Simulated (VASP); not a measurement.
Wanted: the native input for a VASP 6.6.1 run.

```yaml
Task: single point
Functional: PBE
Potentials_or_basis: VASP PAW PBE potentials, release 64 (Be, Te)
Cutoff: 520 eV
k_mesh: 13 × 13 × 13
Occupations: fermi-dirac, width 0.1 eV
Spin: no spin polarisation
Dipole_correction: no
Further_INCAR_settings: ALGO = Normal; EDIFF = 1e-06; NBANDS = 11
```

The structure of BeTe (zincblende type) lies in POSCAR:

```
BeTe
1.0
    0.0000000000      2.7345254195      2.7345254195
    2.7345254195      0.0000000000      2.7345254195
    2.7345254195      2.7345254195      0.0000000000
Be Te
1 1
Direct
    0.0000000000      0.0000000000      0.0000000000
    0.2500000000      0.2500000000      0.2500000000
```

This cell differs from its parent crystal: volume scaled by 0.9.

These files were run (other wordings do the same):

INCAR

```
PREC = Accurate ; ENCUT = 520
EDIFF = 1E-6 ; ISMEAR = -1
SIGMA = 0.1 ; LREAL = F
LASPH = T ; NELM = 80
ALGO = Normal ; ISIF = 2
LWAVE = F ; LCHARG = F
GGA = PE ; NBANDS = 11
```

KPOINTS

```
Automatic mesh
0
Gamma
  13 13 13
```

Potentials or basis: VASP PAW PBE potentials, release 64 (Be, Te).

Command:

```sh
$ cat potpaw_PBE.64/Be/POTCAR potpaw_PBE.64/Te/POTCAR > POTCAR
$ mpirun -np 1 vasp_std > vasp.out
```

It gave:

```yaml
Pressure: 7.5 GPa
Band_gap_on_the_k_mesh: 1.76 eV, indirect (least direct gap 3.52 eV)
```

Caveat: spin-orbit coupling is left out, which moves the levels of the heavy elements.

Wall time 36 s on 1 thread of Intel(R) Xeon(R) Platinum 8259CL CPU @ 2.50GHz (Skylake/Cascade Lake), with other jobs on the host, peak memory 0.19 GiB.
